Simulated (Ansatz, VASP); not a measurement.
SiO2 in VASP and in Ansatz

```
Si O
1.0
     4.92889    0.00000    0.00000
     0.00000    4.92889    0.00000
     0.00000    0.00000    7.28881
Si O
4 8
Cartesian
  0.0000 0.0000 0.0000
  0.0000 2.4644 1.8222
  2.4644 2.4644 3.6444
  2.4644 0.0000 5.4666
  0.4857 1.2322 0.9111
  1.2322 2.9502 2.7333
  3.6967 1.9787 2.7333
  4.4432 3.6967 0.9111
  2.9502 3.6967 4.5555
  3.6967 0.4857 6.3777
  1.2322 4.4432 6.3777
  1.9787 1.2322 4.5555
```

Alike in both runs: task single point; functional LDA; k mesh 6 × 6 × 4; occupations gaussian, width 0.02 eV; no spin polarisation.

```csv
,VASP,Ansatz
version,VASP 6.6.1,Ansatz 0.2.0
potentials or method,"VASP PAW LDA potentials, release 64 (Si, O), cutoff 520 eV","scalar-relativistic, plane waves, PAW"
valence electrons in the cell,64,64
```

Ansatz gave:

| Item | Value |
| --- | --- |
| gap on the k mesh at the Fermi level (eV) | 5.76 |
| least direct gap on the mesh (eV) | 5.76 |
| pressure (GPa) | 0.0 |
| rms of the force components (eV/Å) | 0.001 |

**Question.** Which values does VASP return?

**Answer.** gap on the k mesh at the Fermi level (eV): 5.76; least direct gap on the mesh (eV): 5.76; pressure (GPa): 0.6; rms of the force components (eV/Å): 0.014.

LDA's correlation is that of Perdew and Zunger in VASP and of Perdew and Wang (1992) in Ansatz. Atom by atom the forces differ by 0.013 eV/Å (rms over components).
